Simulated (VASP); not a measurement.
Here is a VASP 6.6.1 calculation.

INCAR

```
SYSTEM = VPtSe2
PREC     = Accurate       ! precision mode
ENCUT    = 520            ! plane-wave cutoff, eV
EDIFF    = 1E-7           ! SCF threshold, eV
ISMEAR   = 0              ! smearing method
SIGMA    = 0.1            ! smearing width, eV
LREAL    = .FALSE.        ! projectors in reciprocal space
LASPH    = .TRUE.         ! aspherical terms in the spheres
NELM     = 150            ! most SCF steps
ALGO     = Normal         ! electronic algorithm
ISIF     = 2              ! what is computed and relaxed
LWAVE    = .FALSE.        ! write WAVECAR
LCHARG   = .FALSE.        ! write CHGCAR
ISPIN    = 2              ! spin polarisation
MAGMOM   = 2 0 0 0        ! initial moments
LORBIT   = 11             ! projections on sites
LMAXMIX  = 4              ! l up to which the mixer works
GGA      = PE             ! functional
NBANDS   = 30             ! bands
```

File KPOINTS:

```
Automatic mesh
0
G
  4 4 4
  0 0 0
```

The input POSCAR:

```
VPtSe2
1.0
    4.4413117236      0.0000000000      0.0000000000
    0.0000000000      4.4413117236      0.0000000000
    0.0000000000      0.0000000000      3.3607890753
V Pt Se
1 1 2
Direct
    0.0000000000      0.0000000000      0.0000000000
    0.5000000000      0.5000000000      0.0000000000
    0.5000000000      0.0000000000      0.5000000000
    0.0000000000      0.5000000000      0.5000000000
```

Potentials or basis: VASP PAW PBE potentials, release 64 (V_sv, Pt, Se).

Launch:

```sh
$ cat potpaw_PBE.64/V_sv/POTCAR potpaw_PBE.64/Pt/POTCAR potpaw_PBE.64/Se/POTCAR > POTCAR
$ mpirun -np 1 vasp_std > vasp.out
```

Task: Estimate the site moments.

Result: V +1.95; Pt -0.03; Se -0.07 μB.

Task: What does it give for the pressure?

Result: 0.0 GPa.

Task: Predict the net moment.

Result: 2.00 μB per cell.

Caveat: the k points lie up to 0.47 Å⁻¹ apart.
